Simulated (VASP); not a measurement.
A run of VASP 6.6.1 is set up as follows.

INCAR

```
SYSTEM = B2Ru
ALGO = Normal ; EDIFF = 1E-6
ENCUT = 520 ; ISIF = 2
ISMEAR = -1 ; LASPH = .TRUE.
LCHARG = .TRUE. ; LELF = .TRUE.
LREAL = .FALSE. ; LVHAR = .TRUE.
LWAVE = .FALSE. ; NBANDS = 29
NELM = 80 ; PREC = Accurate
SIGMA = 0.1
```

KPOINTS

```
k-points
0
G
  9 6 7
  0 0 0
```

POSCAR

```
B2Ru
1.0
    2.8457712327      0.0000000000      0.0000000000
    0.0000000000      4.6138245640      0.0000000000
    0.0000000000      0.0000000000      4.0178515310
B Ru
4 2
Direct
    0.0000000000      0.8090000000      0.3610000000
    0.0000000000      0.1910000000      0.3610000000
    0.5000000000      0.3090000000      0.6390000000
    0.5000000000      0.6910000000      0.6390000000
    0.0000000000      0.0000000000      0.8492000000
    0.5000000000      0.5000000000      0.1508000000
```

Potentials or basis: VASP PAW LDA potentials, release 64 (B, Ru_pv).

Run with:

```bash
$ cat potpaw_LDA.64/B/POTCAR potpaw_LDA.64/Ru_pv/POTCAR > POTCAR
$ mpirun -np 1 vasp_std > vasp.out
```

Problem. What does it give for the largest force?

Solution. 0.475 eV/Å.

Problem. What does it give for the pressure?

Solution. -3.5 GPa.

Problem. What does it give for the band gap on the k mesh?

Solution. Zero (bands 20 and 21 overlap by 1.43 eV).

Stress tensor (GPa, compression positive):
```
-5.59  0.00  0.00
 0.00 -1.93  0.00
 0.00  0.00 -3.11
```

Caveat: the cell stands under tension.
